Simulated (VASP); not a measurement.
# SrTe (Fm-3m) in VASP: a series of runs, part 2 of 2

VASP 6.6.1.

### Step 5. Relaxation of cell and atoms, LDA

This run uses another cell than the first one, of 37.92 Å³/atom, 1.006 times its volume.

The input, INCAR:

```
  PREC = Accurate
  ENCUT = 500
  EDIFF = 1E-7
  ISMEAR = -1
  SIGMA = 0.02
  LREAL = False
  LASPH = True
  NELM = 120
  ALGO = Normal
  ISIF = 3
  LWAVE = False
  LCHARG = False
  IBRION = 2
  NSW = 80
  EDIFFG = -0.005
  GGA_COMPAT = False
  NELMIN = 4
```

The input, KPOINTS:

```
Automatic mesh
0
Gamma
  6 6 6
```

The input, POSCAR:

```
SrTe
1.0
    0.0000000000      3.3595006537      3.3595006537
    3.3595006537      0.0000000000      3.3595006537
    3.3595006537      3.3595006537      0.0000000000
Sr Te
1 1
Direct
    0.0000000000      0.0000000000      0.0000000000
    0.5000000000      0.5000000000      0.5000000000
```

Potentials or basis: VASP PAW LDA potentials, release 64 (Sr_sv, Te).

Command:

```bash
$ cat potpaw_LDA.64/Sr_sv/POTCAR potpaw_LDA.64/Te/POTCAR > POTCAR
$ mpirun -np 1 vasp_std > vasp.out
```

OUTCAR:

```text
PREC = Accurate
   ENCUT = 500
   EDIFF = 1E-7
   ISMEAR = -1
   LREAL = False
   LASPH = True
   NELM = 120
   ISIF = 3
   IBRION = 2
   NSW = 80
   EDIFFG = -0.005
   NELMIN = 4

 ion  position               nearest neighbor table
   1  0.000  0.000  0.000-   2 3.36   2 3.36   2 3.36   2 3.36   2 3.36   2 3.36
   2  0.500  0.500  0.500-   1 3.36   1 3.36   1 3.36   1 3.36   1 3.36   1 3.36

  LATTYP: Found a face centered cubic cell.
 ALAT       =     6.7190013074

  Lattice vectors:

 A1 = (   0.0000000000,   3.3595006537,   3.3595006537)
 A2 = (   3.3595006537,   0.0000000000,   3.3595006537)
 A3 = (   3.3595006537,   3.3595006537,   0.0000000000)

Analysis of symmetry for initial positions (statically):
=====================================================================
 Subroutine PRICEL returns:
 Original cell was already a primitive cell.

 Routine SETGRP: Setting up the symmetry group for a
 face centered cubic supercell.

 Subroutine GETGRP returns: Found 48 space group operations
 (whereof 48 operations were pure point group operations)
 out of a pool of 48 trial point group operations.

The static configuration has the point symmetry O_h .

Analysis of symmetry for dynamics (positions and initial velocities):
=====================================================================
 Subroutine PRICEL returns:
 Original cell was already a primitive cell.

 Routine SETGRP: Setting up the symmetry group for a
 face centered cubic supercell.

[... 154 lines left out ...]
  external PRESSURE =     -27.2540269 kB  Pullay stress =       0.0000000 kB
[... 23 lines left out ...]
--------------------------------------- Ionic step        2  -------------------------------------------

 number of electron      16.0000000 magnetization

 E-fermi :   3.7129     XC(G=0):  -9.0860

 val. band max:        3.2161868705   @ k =   0.0000   0.0000   0.0000
 cond. band min:       4.5954299972   @ k =   0.5000   0.5000   0.0000
 fundamental gap:      1.3792431267
 Fermi energy:         3.7129023689

 k-point     1 :       0.0000    0.0000    0.0000
  band No.  band energies     occupation
      1     -31.1258      2.00000
      2     -13.2404      2.00000
      3     -13.2404      2.00000
      4     -13.2404      2.00000
      5      -7.0515      2.00000
      6       3.2162      2.00000
      7       3.2162      2.00000
      8       3.2162      2.00000
      9       6.1683      0.00000
     10       6.2803      0.00000
     11       6.2803      0.00000
     12       6.2803      0.00000
[... 258 lines left out ...]
--------------------------------------- Ionic step        3  -------------------------------------------

 number of electron      16.0000000 magnetization

 Free energy of the ion-electron system (eV)
  ---------------------------------------------------
  ext. energy  EPLUGINS =         0.00000000
  ---------------------------------------------------
  free energy    TOTEN  =        -9.25863986 eV

  energy without entropy =       -9.25863986  energy(sigma->0) =       -9.25863986

 E-fermi :   3.5870     XC(G=0):  -9.0373

 val. band max:        3.1219446987   @ k =   0.0000   0.0000   0.0000
 cond. band min:       4.5366083754   @ k =   0.5000   0.5000   0.0000
 fundamental gap:      1.4146636767
 Fermi energy:         3.5869819902

 k-point     1 :       0.0000    0.0000    0.0000
  band No.  band energies     occupation
      1     -31.2464      2.00000
      2     -13.3569      2.00000
      3     -13.3569      2.00000
      4     -13.3569      2.00000
      5      -7.1047      2.00000
      6       3.1219      2.00000
      7       3.1219      2.00000
      8       3.1219      2.00000
      9       6.0164      0.00000
     10       6.2011      0.00000
     11       6.2011      0.00000
     12       6.2011      0.00000
[... 252 lines left out ...]
  FREE ENERGIE OF THE ION-ELECTRON SYSTEM (eV)
  ---------------------------------------------------
  free  energy   TOTEN  =        -9.2586398604 eV

  energy  without entropy=       -9.2586398604  energy(sigma->0) =       -9.25863986

 reached required accuracy - stopping structural energy minimisation
```

CONTCAR:

```text
SrTe
   1.00000000000000
     0.0000000000000000    3.2679983759794640    3.2679983759794640
     3.2679983759794640    0.0000000000000000    3.2679983759794640
     3.2679983759794640    3.2679983759794640    0.0000000000000000
  Sr              Te
     1     1
Direct
     0.0000000000000000    0.0000000000000000    0.0000000000000000
     0.5000000000000000    0.5000000000000000    0.5000000000000000

  0.00000000E+00  0.00000000E+00  0.00000000E+00
  0.00000000E+00  0.00000000E+00  0.00000000E+00
```

It took 39 s on 1 thread of Intel Xeon 6975P-C, shared host; peak memory 0.19 GiB.

Results:

```yaml
Free_energy: -9.2586 eV
Relaxed_volume: 34.90 Å³/atom
Relaxed_cell: a = 4.622 Å, b = 4.622 Å, c = 4.622 Å, α = 60.00°, β = 60.00°, γ = 60.00°
Space_group_after_relaxing_to_0.05_Å: Fm-3m (No. 225)
Energy_gained_by_relaxing: 27.5 meV/atom
Ionic_steps: 3
Pressure_after_relaxing: 0.0 GPa
Band_gap_on_the_k_mesh: 1.41 eV, indirect (least direct gap 2.20 eV)
```

Step by step:
```tsv
step	energy change (eV)	largest force (eV/Å)	pressure (GPa)	volume (Å³)
1	0.0000	0.0000	-2.73	75.83
2	-0.0537	0.0000	0.49	68.97
3	-0.0550	0.0000	0.00	69.80
```

Final structure:
```
Sr Te
1.0
     0.00000    3.26800    3.26800
     3.26800    0.00000    3.26800
     3.26800    3.26800    0.00000
Sr Te
1 1
Direct
  0.00000 0.00000 0.00000
  0.50000 0.50000 0.50000
```

Levels at points of the mesh, in eV from the valence-band top:
| k point | band 6 | band 7 | band 8 | band 9 | band 10 | band 11 |
| --- | --- | --- | --- | --- | --- | --- |
| (0.00, 0.00, 0.00) | 0.00 | 0.00 | 0.00 | 2.89 | 3.08 | 3.08 |
| (0.50, 0.00, 0.00) | -3.10 | -1.26 | -1.26 | 3.83 | 5.11 | 5.28 |
| (0.50, 0.50, 0.00) | -2.11 | -0.79 | -0.79 | 1.41 | 3.90 | 4.80 |

Caveat: spin-orbit coupling is left out, which moves the levels of the heavy elements.

### Step 6. Summary

```csv
task,level,potentials or basis,cell,cutoff (eV),smearing,gap on the mesh (eV),pressure (GPa),relaxed volume (Å³/atom)
single point,r2SCAN,"VASP PAW PBE potentials, release 64 (Sr_sv, Te)","a = 4.741 Å, angles 60.0°, 2 atoms",550,gaussian 0.01 eV,2.14,0.1,-
relaxation of cell and atoms,PBE,"VASP PAW PBE potentials, release 64 (Sr_sv, Te)","relaxed from a = 4.746 Å, angles 60.0°, 2 atoms",500,fermi-dirac 0.02 eV,1.77,0.0,38.01
relaxation of cell and atoms,PBEsol,"VASP PAW PBE potentials, release 64 (Sr_sv, Te)","relaxed from a = 4.751 Å, angles 60.0°, 2 atoms",500,fermi-dirac 0.02 eV,1.55,0.0,36.19
relaxation of cell and atoms,LDA,"VASP PAW LDA potentials, release 64 (Sr_sv, Te)","relaxed from a = 4.751 Å, angles 60.0°, 2 atoms",500,fermi-dirac 0.02 eV,1.41,0.0,34.90
```

Alike in all rows: no spin polarisation; k mesh 6 × 6 × 6.

Caveats: spin-orbit coupling is left out, which moves the levels of the heavy elements; the PAW data sets were made with another functional, which shifts forces and pressure a little (some runs).

Total energies depend on the potentials used, so only differences within one code and one set of settings carry meaning.
